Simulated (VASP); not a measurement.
## HfGa15As16 (a cell with a defect): single point with PBE

The system is HfGa15As16 (a cell with a defect).

```xyz
32
Lattice="-5.7460 -5.7460 5.7460 5.7460 5.7460 5.7460 -5.7460 5.7460 -5.7460" Properties=species:S:1:pos:R:3 pbc="T T T"
Hf    0.0000    2.8730    2.8730
Ga    0.0038   -0.0294    5.7753
Ga    2.9024    2.8692    5.7753
Ga   -5.7460    2.8730    2.8730
Ga   -2.9024    5.7753    2.8768
Ga   -5.7460    2.8730   -2.8730
Ga    0.0038    5.7753   -0.0294
Ga   -2.9024    2.8768    5.7753
Ga   -5.7498    0.0294    0.0294
Ga   -2.9024    2.8692   -0.0294
Ga    2.9024    5.7753    2.8692
Ga   -5.7460   -2.8730    2.8730
Ga   -2.9024   -0.0294    2.8692
Ga   -0.0038   -0.0294   -0.0294
Ga   -2.8436   -2.8692    5.7166
Ga   -2.8436    5.7166   -2.8692
As    1.4940    1.3790    1.3790
As   -4.3222    4.3117   -1.4492
As   -1.4387    7.1952   -1.4492
As   -4.3072    1.4492    1.4492
As   -1.4940    4.3670    1.3790
As    1.4238    7.1802    1.4492
As   -4.3222   -1.4492    4.3117
As   -1.4940    1.3790    4.3670
As    1.4940    4.3670    4.3670
As   -1.4238    1.4492   -1.4342
As   -1.4387   -1.4492    7.1952
As    1.4238    1.4492    7.1802
As   -1.4238   -1.4342    1.4492
As   -4.3072    4.2968    4.2968
As   -7.1698    1.4342   -1.4492
As   -7.1698   -1.4492    1.4342
```

| Item | Value |
| --- | --- |
| Program | VASP 6.6.1 |
| Task | single point |
| Functional | PBE |
| Potentials or basis | VASP PAW PBE potentials, release 64 (Hf_pv, Ga_d, As) |
| Cutoff | 400 eV |
| k mesh | 3 × 3 × 3 |
| Occupations | gaussian, width 0.05 eV |
| Spin | no spin polarisation |

```yaml
Pressure: 1.1 GPa
Largest_force: 0.020 eV/Å
Band_gap_on_the_k_mesh: zero (an odd number of electrons rules out a gap without spin polarisation)
```

Forces in eV/Å, atoms in the order of the input:
```
Hf   0.000  0.000  0.000
Ga   0.000 -0.001  0.001
Ga   0.001  0.000  0.001
Ga   0.000  0.000  0.000
Ga  -0.001  0.001  0.000
Ga   0.000  0.000  0.000
Ga   0.000  0.001 -0.001
Ga  -0.001  0.000  0.001
Ga   0.000  0.001  0.001
Ga  -0.001  0.000 -0.001
Ga   0.001  0.001  0.000
Ga   0.000  0.000  0.000
Ga  -0.001 -0.001  0.000
Ga   0.000 -0.001 -0.001
Ga   0.001  0.000 -0.001
Ga   0.001 -0.001  0.000
As  -0.012  0.012  0.012
As  -0.002 -0.002 -0.002
As   0.002  0.002 -0.002
As  -0.002  0.002  0.002
As   0.012 -0.012  0.012
As  -0.002  0.002  0.002
As  -0.002 -0.002 -0.002
As   0.012  0.012 -0.012
As  -0.012 -0.012 -0.012
As   0.002  0.002 -0.002
As   0.002 -0.002  0.002
As  -0.002  0.002  0.002
As   0.002 -0.002  0.002
As  -0.002 -0.002 -0.002
As   0.002  0.002 -0.002
As   0.002 -0.002  0.002
```

Levels at points of the mesh, in eV from the Fermi level:
```
           k point  band 139  band 140  band 141  band 142  band 143  band 144  band 145  band 146
(0.00, 0.00, 0.00)     -2.26     -1.34     -1.34     -1.34     -0.80     -0.22     -0.22      0.33
```

Wall time 32 min on 1 thread of Intel Xeon 8259CL, with other jobs on the host, peak memory 0.82 GiB.

Caveat: spin-orbit coupling is left out, which moves the levels of the heavy elements.
